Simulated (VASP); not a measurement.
Yb:

```
Yb
1.0
     0.00000    2.61516    2.61516
     2.61516    0.00000    2.61516
     2.61516    2.61516    0.00000
Yb
1
Direct
  0.00000 0.00000 0.00000
```

Base run:

```yaml
Program: VASP 6.6.1
Functional: PBE
Potentials_or_basis: VASP PAW PBE potentials, release 64 (Yb)
Cutoff: 520 eV
k_mesh: 10 × 10 × 10
Occupations: methfessel-paxton, width 1 eV
Spin: no spin polarisation
```

Its results: band gap on the k mesh zero (bands 12 and 13 overlap by 0.02 eV); pressure -0.1 GPa.

Question: The run is repeated on the same cell with these changes: occupations from methfessel-paxton, width 1 eV to methfessel-paxton, width 0.3 eV. What comes out?

Answer: Band gap on the k mesh zero (bands 12 and 13 overlap by 0.02 eV); pressure -1.2 GPa.

Caveats: so wide a smearing shifts energies and pressures; spin-orbit coupling is left out, which moves the levels of the heavy elements.
